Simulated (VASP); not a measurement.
Wanted: the native input for a VASP 6.6.1 run.

* Task: single point
* Functional: LDA
* Potentials or basis: VASP PAW LDA potentials, release 64 (Ti_sv)
* Cutoff: 520 eV
* k mesh: 18 × 18 × 18
* Occupations: fermi-dirac, width 0.1 eV
* Spin: no spin polarisation
* Dipole correction: no
* Further INCAR settings: ALGO = Normal; EDIFF = 1e-06; NBANDS = 12

The structure of Ti lies in POSCAR:

```
Ti
1.0
    0.0000000000      1.8892884408      1.8892884408
    1.8892884408      0.0000000000      1.8892884408
    1.8892884408      1.8892884408      0.0000000000
Ti
1
Direct
    0.0000000000      0.0000000000      0.0000000000
```

This cell differs from its parent crystal: volume scaled by 0.84.

One way to write it, as run:

INCAR

```
ALGO     = Normal         # electronic algorithm
EDIFF    = 1E-6           # SCF threshold, eV
ENCUT    = 520            # plane-wave cutoff, eV
ISIF     = 2              # what is computed and relaxed
ISMEAR   = -1             # smearing method
LASPH    = T              # aspherical terms in the spheres
LCHARG   = T              # write CHGCAR
LELF     = T              # ELF
LREAL    = F              # projectors in reciprocal space
LVHAR    = T            
LWAVE    = F              # write WAVECAR
NBANDS   = 12             # bands
NELM     = 80             # most SCF steps
PREC     = Accurate       # precision mode
SIGMA    = 0.1            # smearing width, eV
```

KPOINTS

```
k-points
0
Gamma
  18 18 18
```

Potentials or basis: VASP PAW LDA potentials, release 64 (Ti_sv).

Command:

```sh
$ cat potpaw_LDA.64/Ti_sv/POTCAR > POTCAR
$ mpirun -np 1 vasp_std > vasp.out
```

Results of the run:

```
Pressure               : 27.7 GPa
Band gap on the k mesh : zero (band 6 reaches 11.90 eV, above the bottom of band 7 at 10.29 eV)
```

Run time: 11 s on 1 thread of Intel(R) Xeon(R) 6975P-C (Granite Rapids) (shared host), peak memory 0.14 GiB.
